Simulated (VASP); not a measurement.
# SnSe (Cm) in VASP: a series of runs

Runs on SnSe. Level: r2SCAN. Tasks: single point.

All numbers are computed with VASP 6.6.1; they aren't measurements. Logs are shortened: lines on timing, memory, paths and dates and some standing lists are left out, and cuts for length are marked.

### Step 1. The cell of the first run

It takes space group Cm (No. 8, monoclinic). The conventional cell has a = 7.373 Å, b = 4.257 Å, c = 4.257 Å, α = 90.00°, β = 125.26°, γ = 90.00°. Within 3.8 Å of Sn (site symmetry m) lie 6 Se at 2.87 to 3.16 Å. Se (site symmetry m) has 6 Sn at 2.87 to 3.16 Å within 3.8 Å.

### Step 2. Single point, r2SCAN (atom 1 (Sn) moved by (-0.200, -0.100) A along [1 1 0] and z)

Contents of POSCAR:

```
SnSe
1.0
    0.0000000000      3.0100000000      3.0100000000
    3.0100000000      0.0000000000      3.0100000000
    3.0100000000      3.0100000000      0.0000000000
Sn Se
1 1
Direct
   -0.0166112957     -0.0166112957     -0.0303725436
    0.5000000000      0.5000000000      0.5000000000
```

Contents of INCAR.step1:

```
SYSTEM = SnSe
PREC = Accurate
ENCUT = 520
ISMEAR = 0
SIGMA = 0.05
LREAL = .False.
LASPH = .True.
NELM = 100
NBANDS = 17
GGA = PE
ALGO = Normal
EDIFF = 1E-4
LWAVE = .True.
LCHARG = .False.
```

Contents of INCAR.step2:

```
SYSTEM = SnSe
PREC = Accurate
ENCUT = 520
EDIFF = 1E-7
ISMEAR = 0
SIGMA = 0.05
LREAL = .False.
LASPH = .True.
NELM = 100
ALGO = Normal
ISIF = 2
LWAVE = .False.
LCHARG = .False.
METAGGA = R2SCAN
LMIXTAU = .True.
NBANDS = 17
ISTART = 1
```

Contents of KPOINTS:

```
Automatic mesh
0
Gamma
  10 10 10
  0 0 0
```

Potentials or basis: VASP PAW PBE potentials, release 64 (Sn_d, Se).

Run with:

```bash
> cat potpaw_PBE.64/Sn_d/POTCAR potpaw_PBE.64/Se/POTCAR > POTCAR
> cp INCAR.step1 INCAR
> mpirun -np 1 vasp_std > vasp.out
> cp INCAR.step2 INCAR
> mpirun -np 1 vasp_std > vasp.out
```

OUTCAR:

```text
SYSTEM = SnSe
   PREC = Accurate
   ENCUT = 520
   EDIFF = 1E-7
   ISMEAR = 0
   LREAL = .False.
   LASPH = .True.
   NELM = 100
   ISIF = 2
   METAGGA = R2SCAN
   ISTART = 1

 ion  position               nearest neighbor table
   1  0.983  0.983  0.970-   2 2.87   2 2.87   2 2.92   2 3.12   2 3.16   2 3.16
   2  0.500  0.500  0.500-   1 2.87   1 2.87   1 2.92   1 3.12   1 3.16   1 3.16

  LATTYP: Found a face centered cubic cell.
 ALAT       =     6.0200000000

  Lattice vectors:

 A1 = (   0.0000000000,   3.0100000000,   3.0100000000)
 A2 = (   3.0100000000,   0.0000000000,   3.0100000000)
 A3 = (   3.0100000000,   3.0100000000,   0.0000000000)

Analysis of symmetry for initial positions (statically):
=====================================================================
 Subroutine PRICEL returns:
 Original cell was already a primitive cell.

 Routine SETGRP: Setting up the symmetry group for a
 face centered cubic supercell.

 Subroutine GETGRP returns: Found  2 space group operations
 (whereof  2 operations were pure point group operations)
 out of a pool of 48 trial point group operations.

The static configuration has the point symmetry C_1h.

Analysis of symmetry for dynamics (positions and initial velocities):
=====================================================================
 Subroutine PRICEL returns:
 Original cell was already a primitive cell.

 Routine SETGRP: Setting up the symmetry group for a
 face centered cubic supercell.

 Subroutine GETGRP returns: Found  2 space group operations
 (whereof  2 operations were pure point group operations)
 out of a pool of 48 trial point group operations.

The dynamic configuration has the point symmetry C_1h.

 Subroutine INISYM returns: Found  2 space group operations
 (whereof  2 operations are pure point group operations),
 and found     1 'primitive' translations

----------------------------------------------------------------------------------------

                                     Primitive cell

  volume of cell :      54.5418

  direct lattice vectors                    reciprocal lattice vectors
     0.000000000  3.010000000  3.010000000    -0.166112957  0.166112957  0.166112957
     3.010000000  0.000000000  3.010000000     0.166112957 -0.166112957  0.166112957
     3.010000000  3.010000000  0.000000000     0.166112957  0.166112957 -0.166112957

  length of vectors
     4.256782823  4.256782823  4.256782823     0.287716081  0.287716081  0.287716081

  position of ions in fractional coordinates (direct lattice)
     0.983388704  0.983388704  0.969627456
     0.500000000  0.500000000  0.500000000

  ion indices of the primitive-cell ions
   primitive index   ion index
                 1           1
                 2           2

----------------------------------------------------------------------------------------

 KPOINTS: Automatic mesh

Automatic generation of k-mesh.
 Grid dimensions read from file:
 generate k-points for:   10   10   10

 Generating k-lattice:

  Cartesian coordinates                     Fractional coordinates (reciprocal lattice)
    -0.016611296  0.016611296  0.016611296     0.100000000  0.000000000  0.000000000
     0.016611296 -0.016611296  0.016611296     0.000000000  0.100000000  0.000000000
     0.016611296  0.016611296 -0.016611296     0.000000000  0.000000000  0.100000000

  Length of vectors
     0.028771608  0.028771608  0.028771608

  Shift w.r.t. Gamma in fractional coordinates (k-lattice)
     0.000000000  0.000000000  0.000000000

 Subroutine IBZKPT returns following result:
 ===========================================

 Found    282 irreducible k-points:

 Following reciprocal coordinates:
            Coordinates               Weight
  0.000000  0.000000  0.000000      1.000000
  0.100000  0.000000  0.000000      4.000000
  0.000000  0.000000  0.100000      2.000000
  0.100000  0.100000  0.100000      2.000000
  0.200000  0.000000  0.000000      4.000000
  0.000000  0.000000  0.200000      2.000000
[... 16 lines left out ...]
  0.200000  0.100000  0.200000      4.000000
  0.100000 -0.100000 -0.100000      4.000000
 [... further k-points ...]
   k-points           NKPTS =    282   k-points in BZ     NKDIM =    282   number of bands    NBANDS=     17
   number of dos      NEDOS =    301   number of ions     NIONS =      2
   total plane-waves  NPLWV =  32768
   dimension x,y,z NGX =    32 NGY =   32 NGZ =   32
   dimension x,y,z NGXF=    64 NGYF=   64 NGZF=   64
   ions per type =               1   1
   NGX,Y,Z   is equivalent  to a cutoff of  12.50, 12.50, 12.50 a.u.
   NGXF,Y,Z  is equivalent  to a cutoff of  24.99, 24.99, 24.99 a.u.
 SYSTEM =  SnSe
   PREC   = accura    normal or accurate (medium, high low for compatibility)
   ISTART =      1    job   : 0-new  1-cont  2-samecut
   ICHARG =      0    charge: 1-file 2-atom 10-const
   ISPIN  =      1    spin polarized calculation?
   LNONCOLLINEAR =      F non collinear calculations
   LSORBIT =      F    spin-orbit coupling
   LASPH  =      T    aspherical Exc in radial PAW
   ENCUT  =  520.0 eV  38.22 Ry    6.18 a.u.   7.91  7.91  7.91*2*pi/ulx,y,z
   NELM   =    100;   NELMIN=  2; NELMDL=  0     # of ELM steps
   EDIFF  = 0.1E-06   stopping-criterion for ELM
   LREAL  =      F    real-space projection
   EDIFFG = 0.1E-05   stopping-criterion for IOM
   NSW    =      0    number of steps for IOM
   IBRION =     -1    ionic relax: 0-MD 1-quasi-New 2-CG
   NFREE  =      0    steps in history (QN), initial steepest desc. (CG)
   ISIF   =      2    stress and relaxation
   ISYM   =      2    0-nonsym 1-usesym 2-fastsym
   POTIM  = 0.5000    time-step for ionic-motion
   TEBEG  =    0.0;   TEEND  =   0.0 temperature during run
   PSTRESS=    0.0 pullay stress
   NELECT =      20.0000    total number of electrons
   NUPDOWN=      -1.0000    fix difference up-down
   EMIN   =  10.00;   EMAX   =-10.00  energy-range for DOS
   EFERMI =   0.00;   METHOD = LEGACY
   ISMEAR =     0;   SIGMA  =   0.05  broadening in eV -4-tet -1-fermi 0-gaus
   EFERMI_NEDOS =   21; number of points for ismear=-14 and -15
   IALGO  =     38    algorithm
   IMIX   =      4    mixing-type and parameters
     AMIX     =   0.40;   BMIX     =  1.00
     AMIX_MAG =   1.60;   BMIX_MAG =  1.00
  volume/ion in A,a.u.               =      27.27       184.03
  Fermi-wavevector in a.u.,A,eV,Ry     =   1.171768  2.214321 18.681350  1.373040
  Thomas-Fermi vector in A             =   2.308207
   LORBIT       =      0    0 simple, 1 ext, 2 COOP (PROOUT), +10 PAW based schemes
   METAGGA = R2SCAN    functional components
   LHFCALC =     F    Hartree Fock is set to
   AEXX    =    0.0000 exact exchange contribution
   IVDW    =     0    specifies the selected vdW correction
   LEPSILON=     F    determine dielectric tensor
   LRPA    =     F    only Hartree local field effects (RPA)
 non-spin polarized calculation
 Gauss-broadening in eV      SIGMA  =   0.05
  energy-cutoff  :      520.00
  volume of cell :       54.54
 maximum number of plane-waves:      1479
   NGX = 15   NGY = 15   NGZ = 15

 number of electron      20.0000005 magnetization

 Free energy of the ion-electron system (eV)
  ---------------------------------------------------
  ext. energy  EPLUGINS =         0.00000000
  ---------------------------------------------------
  free energy    TOTEN  =       -39.87589607 eV

  energy without entropy =      -39.87589607  energy(sigma->0) =      -39.87589607

 E-fermi :   5.9401     XC(G=0): -10.1739

 val. band max:        5.7334113142   @ k =   0.5000   0.0000   0.0000
 cond. band min:       6.1399079763   @ k =   0.5000   0.0000   0.0000
 fundamental gap:      0.4064966621
 Fermi energy:         5.9401133467

 k-point     1 :       0.0000    0.0000    0.0000
  band No.  band energies     occupation
      1     -16.8003      2.00000
      2     -16.7988      2.00000
      3     -16.7940      2.00000
      4     -16.7936      2.00000
      5     -16.7912      2.00000
      6      -9.0736      2.00000
[... 9 lines left out ...]
     16      12.2301      0.00000
     17      14.1060      0.00000

 k-point     2 :       0.1000    0.0000    0.0000
  band No.  band energies     occupation
      1     -16.8007      2.00000
      2     -16.7993      2.00000
      3     -16.7936      2.00000
      4     -16.7926      2.00000
      5     -16.7906      2.00000
      6      -8.9994      2.00000
[... 9 lines left out ...]
     16      12.2707      0.00000
     17      14.8162      0.00000

 k-point     3 :       0.0000    0.0000    0.1000
  band No.  band energies     occupation
      1     -16.8012      2.00000
      2     -16.7987      2.00000
      3     -16.7935      2.00000
      4     -16.7933      2.00000
      5     -16.7902      2.00000
      6      -8.9998      2.00000
[... 9 lines left out ...]
     16      12.2799      0.00000
     17      14.8088      0.00000

 k-point     4 :       0.1000    0.1000    0.1000
  band No.  band energies     occupation
      1     -16.8011      2.00000
      2     -16.7996      2.00000
      3     -16.7930      2.00000
      4     -16.7927      2.00000
      5     -16.7904      2.00000
      6      -9.0021      2.00000
[... 9 lines left out ...]
     16      12.1206      0.00000
     17      14.8448      0.00000
[... 343 lines left out ...]
      1     -16.8055      2.00000
      2     -16.7973      2.00000
      3     -16.7924      2.00000
      4     -16.7905      2.00000
      5     -16.7891      2.00000
      6      -8.8111      2.00000
[... 9 lines left out ...]
     16      13.0814      0.00000
     17      15.2169      0.00000

 k-point    23 :       0.2000    0.1000    0.2000
  band No.  band energies     occupation
      1     -16.8041      2.00000
      2     -16.7999      2.00000
      3     -16.7943      2.00000
      4     -16.7895      2.00000
      5     -16.7869      2.00000
      6      -8.8174      2.00000
[... 9 lines left out ...]
     16      13.2456      0.00000
     17      15.1330      0.00000

 k-point    24 :       0.1000   -0.1000   -0.1000
  band No.  band energies     occupation
      1     -16.8043      2.00000
      2     -16.7985      2.00000
      3     -16.7945      2.00000
      4     -16.7900      2.00000
      5     -16.7875      2.00000
      6      -8.8095      2.00000
[... 9 lines left out ...]
     16      13.1078      0.00000
     17      15.2032      0.00000

 [... further k-points ...]
[... 5 lines left out ...]
  --------------------------------------------------------------------------------------
  -------------------------------------------------------------------------------------
  Total        0.2768266      0.2768266      0.1911991      0.1096041      0.0772489      0.0772488
  in kB        8.1318407      8.1318407      5.6165166      3.2196434      2.2692030      2.2692017
  external PRESSURE =       7.2933994 kB  Pullay stress =       0.0000000 kB

 VOLUME and BASIS-vectors are now :
 -----------------------------------------------------------------------------
  energy-cutoff  :      520.00
  volume of cell :       54.54
      direct lattice vectors                 reciprocal lattice vectors
     0.000000000  3.010000000  3.010000000    -0.166112957  0.166112957  0.166112957
     3.010000000  0.000000000  3.010000000     0.166112957 -0.166112957  0.166112957
     3.010000000  3.010000000  0.000000000     0.166112957  0.166112957 -0.166112957

 POSITION                                       TOTAL-FORCE (eV/Angst)
 -----------------------------------------------------------------------------------
      5.87858      5.87858      5.92000         0.036508      0.036508      0.020977
      3.01000      3.01000      3.01000        -0.036508     -0.036508     -0.020977
 -----------------------------------------------------------------------------------
    total drift:                               -0.000125     -0.000125     -0.000058

  FREE ENERGIE OF THE ION-ELECTRON SYSTEM (eV)
  ---------------------------------------------------
  free  energy   TOTEN  =       -39.8758960716 eV

  energy  without entropy=      -39.8758960716  energy(sigma->0) =      -39.87589607
```

Wall time 12 min (1 thread of AMD EPYC 7R13 (Zen 3), shared host); peak memory 0.36 GiB.

Results:

```
Free energy            : -39.8759 eV
Pressure               : 0.7 GPa
Largest force          : 0.056 eV/Å
Band gap on the k mesh : 0.41 eV, direct
```

Forces on the atoms (eV/Å):
```
Sn   0.037  0.037  0.021
Se  -0.037 -0.037 -0.021
```

Stress tensor (GPa, compression positive):
```
0.81 0.32 0.23
0.32 0.81 0.23
0.23 0.23 0.56
```

Caveat: the cell differs from its parent crystal (atom 1 (Sn) moved by (-0.200, -0.100) A along [1 1 0] and z); the PAW data sets were made with another functional, which shifts forces and pressure a little; spin-orbit coupling is left out, which moves the levels of the heavy elements. A k mesh can miss the band edges.

### Step 3. Single point, r2SCAN (atom 1 (Sn) moved by (-0.100, -0.100) A along [1 1 0] and z)

Edit POSCAR of step 2 so:

```diff
@@ -8,3 +8,3 @@
 Direct
-   -0.0166112957     -0.0166112957     -0.0303725436
+   -0.0166112957     -0.0166112957     -0.0068806240
     0.5000000000      0.5000000000      0.5000000000
```

Contents of INCAR.step1:

```
PREC = Accurate ; ENCUT = 520
ISMEAR = 0 ; SIGMA = 0.05
LREAL = F ; LASPH = T
NELM = 60 ; NBANDS = 17
GGA = PE ; ALGO = Normal
EDIFF = 1E-4 ; LWAVE = T
LCHARG = F
```

Contents of INCAR.step2:

```
PREC = Accurate ; ENCUT = 520
EDIFF = 1E-7 ; ISMEAR = 0
SIGMA = 0.05 ; LREAL = F
LASPH = T ; NELM = 60
ALGO = Normal ; ISIF = 2
LWAVE = F ; LCHARG = F
METAGGA = R2SCAN ; LMIXTAU = T
NBANDS = 17 ; ISTART = 1
```

Contents of KPOINTS:

```
regular mesh
0
Gamma
  10 10 10
```

Potentials or basis: VASP PAW PBE potentials, release 64 (Sn_d, Se).

Run with:

```bash
> cat potpaw_PBE.64/Sn_d/POTCAR potpaw_PBE.64/Se/POTCAR > POTCAR
> cp INCAR.step1 INCAR
> mpirun -np 1 vasp_std > vasp.out
> cp INCAR.step2 INCAR
> mpirun -np 1 vasp_std > vasp.out
```

Wall time 12 min (1 thread of AMD EPYC 7R13 (Zen 3), shared host); peak memory 0.36 GiB.

The run converged. Its results:

| Property | Result |
| --- | --- |
| Free energy | -39.8771 eV |
| Pressure | 0.3 GPa |
| Largest force | 0.014 eV/Å |
| Band gap on the k mesh | 0.41 eV, direct |

Forces on the atoms (eV/Å):
```
Sn  -0.008 -0.008 -0.009
Se   0.008  0.008  0.009
```

Stress tensor (GPa, compression positive):
```
0.24 0.10 0.13
0.10 0.24 0.13
0.13 0.13 0.36
```

Levels at points of the mesh, in eV from the valence-band top:
| k point | band 6 | band 7 | band 8 | band 9 | band 10 | band 11 | band 12 | band 13 | band 14 | band 15 |
| --- | --- | --- | --- | --- | --- | --- | --- | --- | --- | --- |
| (0.00, 0.00, 0.00) | -14.77 | -5.26 | -2.70 | -2.68 | -2.63 | 4.14 | 4.26 | 4.32 | 6.05 | 6.10 |
| (0.50, 0.00, 0.00) | -13.79 | -8.60 | -2.47 | -2.42 | -0.04 | 0.44 | 1.19 | 1.21 | 8.50 | 10.38 |
| (0.00, 0.00, 0.50) | -13.79 | -8.61 | -2.46 | -2.44 | 0.00 | 0.41 | 1.20 | 1.22 | 8.51 | 10.36 |
| (0.50, 0.50, 0.50) | -13.81 | -8.55 | -2.45 | -2.42 | -0.19 | 0.59 | 1.13 | 1.16 | 8.47 | 10.47 |
| (0.50, 0.50, 0.00) | -13.49 | -6.61 | -5.75 | -4.14 | -4.09 | 3.00 | 5.46 | 5.54 | 6.15 | 10.60 |
| (0.00, 0.50, 0.50) | -13.50 | -6.52 | -5.84 | -4.15 | -4.07 | 2.96 | 5.47 | 5.58 | 6.14 | 10.60 |

Caveat: the cell differs from its parent crystal (atom 1 (Sn) moved by (-0.100, -0.100) A along [1 1 0] and z); the PAW data sets were made with another functional, which shifts forces and pressure a little; spin-orbit coupling is left out, which moves the levels of the heavy elements.
